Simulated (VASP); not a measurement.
Write the native input for VASP 6.6.1 that does the following.

| Property | Result |
| --- | --- |
| Task | single point |
| Functional | RPBE |
| Potentials or basis | VASP PAW PBE potentials, release 64 (In_d, P) |
| Cutoff | 520 eV |
| k mesh | 8 × 8 × 8 |
| Occupations | tetrahedron |
| Spin | collinear spin |
| Starting moments | [0.5, 0.0] μB |
| Dipole correction | no |
| Further INCAR settings | ALGO = Normal; EDIFF = 1e-06; NBANDS = 20 |

The structure of InP lies in POSCAR:

```
InP
1.0
    0.0000000000      2.9305000000      2.9305000000
    2.9305000000      0.0000000000      2.9305000000
    2.9305000000      2.9305000000      0.0000000000
In P
1 1
Direct
    0.0000000000      0.0000000000      0.0000000000
    0.7500000000      0.7500000000      0.7500000000
```

The input as run:

INCAR

```
SYSTEM = InP
ALGO = Normal
EDIFF = 1E-6
ENCUT = 520
GGA = RP
ISIF = 2
ISMEAR = -5
ISPIN = 2
LASPH = .True.
LCHARG = .False.
LORBIT = 11
LREAL = .False.
LWAVE = .False.
MAGMOM = 0.5 0
NBANDS = 20
NELM = 150
PREC = Accurate
SIGMA = 0.05
```

KPOINTS

```
k-points
0
Gamma
  8 8 8
  0 0 0
```

Potentials or basis: VASP PAW PBE potentials, release 64 (In_d, P).

The run is started by

```bash
$ cat potpaw_PBE.64/In_d/POTCAR potpaw_PBE.64/P/POTCAR > POTCAR
$ mpirun -np 1 vasp_std > vasp.out
```

It gave:

```
Pressure                                              : 5.1 GPa
Band gap on the k mesh                                : 0.84 eV
Net moment                                            : 0.00 μB per cell
Valence electrons inside the program's atomic spheres : In 11.49; P 2.54
```

Caveat: the cell stands under pressure; the PAW data sets were made with another functional, which shifts forces and pressure a little; spin-orbit coupling is left out, which moves the levels of the heavy elements.

It took 85 s on 1 thread of Intel(R) Xeon(R) Platinum 8259CL CPU @ 2.50GHz (Skylake/Cascade Lake), on a shared host, peak memory 0.22 GiB.
